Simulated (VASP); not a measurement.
A run of VASP 6.6.1:

File INCAR:

```
PREC = Accurate ; ENCUT = 600
EDIFF = 1E-6 ; ISMEAR = -1
SIGMA = 0.05 ; LREAL = False
LASPH = True ; NELM = 120
ALGO = Normal ; ISIF = 2
LWAVE = False ; LCHARG = False
GGA = B5 ; ALDAX = 1.0
AGGAX = 1.0 ; AGGAC = 1.0
ALDAC = 0.0 ; NBANDS = 11
GGA_COMPAT = False
```

Contents of KPOINTS:

```
regular mesh
0
Gamma
  10 10 10
```

POSCAR

```
SiC
1.0
    0.0000000000      2.1345181309      2.1345181309
    2.1345181309      0.0000000000      2.1345181309
    2.1345181309      2.1345181309      0.0000000000
Si C
1 1
Direct
    0.0000000000      0.0000000000      0.0000000000
    0.7500000000      0.7500000000      0.7500000000
```

Potentials or basis: VASP PAW PBE potentials, release 64 (Si, C).

Run with:

```bash
$ cat potpaw_PBE.64/Si/POTCAR potpaw_PBE.64/C/POTCAR > POTCAR
$ mpirun -np 1 vasp_std > vasp.out
```

Hardware: 1 thread of AMD EPYC 7R43 64-Core Processor (Zen 3) (shared host).

**Question.** How long does it take, and how much memory?

**Answer.** It took 15 s on 1 thread of AMD EPYC 7R43 64-Core Processor (Zen 3) (shared host), peak memory 0.11 GiB. Counts: scf iterations 12, k points 47.
